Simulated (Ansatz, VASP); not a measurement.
## MgO: VASP beside Ansatz

Contents of INCAR:

```
PREC = Accurate
ENCUT = 520
EDIFF = 1E-6
ISMEAR = 0
SIGMA = 0.05
LREAL = F
LASPH = T
NELM = 60
ALGO = Normal
ISIF = 2
LWAVE = F
LCHARG = T
GGA = PE
LELF = T
LVHAR = T
NBANDS = 16
```

KPOINTS

```
Automatic mesh
0
Gamma
  9 9 6
```

The input POSCAR:

```
MgO
1.0
    3.4772157108      0.0000000000      0.0000000000
   -1.7386078554      3.0113571399      0.0000000000
    0.0000000000      0.0000000000      4.6556441151
Mg O
2 2
Direct
    0.3333333333      0.6666666667     -0.0034438731
    0.6666666667      0.3333333333      0.4965561269
    0.3333333333      0.6666666667      0.3982811987
    0.6666666667      0.3333333333      0.8982811987
```

Input for Ansatz:

```yaml
crystal:
  lattice:
    - [3.4772157108, 0.0, 0.0]
    - [-1.7386078554, 3.0113571399, 0.0]
    - [0.0, 0.0, 4.6556441151]
  atoms:
    - { symbol: Mg, position: [0.3333333333, 0.6666666667, -0.0034438731] }
    - { symbol: Mg, position: [0.6666666667, 0.3333333333, 0.4965561269] }
    - { symbol: O, position: [0.3333333333, 0.6666666667, 0.3982811987] }
    - { symbol: O, position: [0.6666666667, 0.3333333333, 0.8982811987] }
basis:
  ecutwfc: 520.0
kpoints:
  mp_grid: { grid: [9, 9, 6] }
hamiltonian:
  xc: pbe
  pseudopotentials: { kind: paw, azcp: { folder: soft_1 } }
scf:
  occupations: { method: gaussian, width: 0.05 }
output:
  forces: true
  stress: true
  eigenvalues: true
```

Alike in both runs: task single point; functional PBE; k mesh 9 × 9 × 6; occupations gaussian, width 0.05 eV; no spin polarisation.

|  | VASP | Ansatz |
| --- | --- | --- |
| version | VASP 6.6.1 | Ansatz 0.2.0 |
| potentials or method | VASP PAW PBE potentials, release 64 (Mg, O), cutoff 520 eV | scalar-relativistic, plane waves, PAW |
| valence electrons in the cell | 16 | 32 |

|  | VASP | Ansatz | Ansatz less VASP |
| --- | --- | --- | --- |
| gap on the k mesh at the Fermi level (eV) | 3.15 | 3.17 | +0.021 |
| least direct gap on the mesh (eV) | 3.15 | 3.17 | +0.021 |
| pressure (GPa) | -0.1 | 0.4 | +0.45 |
| traceless stress, the component that is largest in VASP (GPa) | 15.04 | 14.83 | -0.202 |
| rms of the force components (eV/Å) | 0.838 | 0.827 | -0.0105 |

Atom by atom the forces differ by 0.011 eV/Å (rms over components). VASP's potentials hold 16 valence electrons a cell and Ansatz's 32, so a difference there can come from the potentials and not from the codes.
